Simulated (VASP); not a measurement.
Set up this calculation in VASP 6.6.1, as the native input.

```yaml
Task: single point
Functional: PBE
Dispersion: D4
Potentials_or_basis: VASP PAW PBE potentials, release 64 (S)
Cutoff: 520 eV
k_mesh: 17 × 17 × 9
Occupations: fermi-dirac, width 0.05 eV
Spin: no spin polarisation
Dipole_correction: no
Further_INCAR_settings: ALGO = Normal; EDIFF = 1e-06; NBANDS = 13
```

The structure of S lies in POSCAR:

```
S
1.0
    3.0292812051      0.0000000000      0.0000000000
   -1.5146406025      2.6234344788      0.0000000000
    0.0000000000      0.0000000000      3.4050843026
S
2
Direct
    0.3333333333      0.6666666667      0.2500000000
    0.6666666667      0.3333333333      0.7500000000
```

These files were run (other wordings do the same):

INCAR

```
SYSTEM = S
ALGO = Normal ; EDIFF = 1E-6
ENCUT = 520 ; GGA = PE
ISIF = 2 ; ISMEAR = -1
IVDW = 13 ; LASPH = .True.
LCHARG = .False. ; LREAL = .False.
LWAVE = .False. ; NBANDS = 13
NELM = 100 ; PREC = Accurate
SIGMA = 0.05
```

KPOINTS

```
k-points
0
Gamma
  17 17 9
  0 0 0
```

Potentials or basis: VASP PAW PBE potentials, release 64 (S).

The run is started by

```sh
$ cat potpaw_PBE.64/S/POTCAR > POTCAR
$ mpirun -np 1 vasp_std > vasp.out
```

It gave:

```
Pressure                   : 19.7 GPa
Band gap on the k mesh     : zero (band 6 reaches 11.65 eV, above the bottom of band 7 at 8.96 eV)
Dispersion energy per atom : -0.467 eV
```

Caveat: pairwise dispersion overbinds metals, which lowers pressure and volume.

Run time: 17 s on 1 thread of AMD EPYC 9R45 96-Core Processor (Zen 5), with other jobs on the host, peak memory 0.14 GiB.
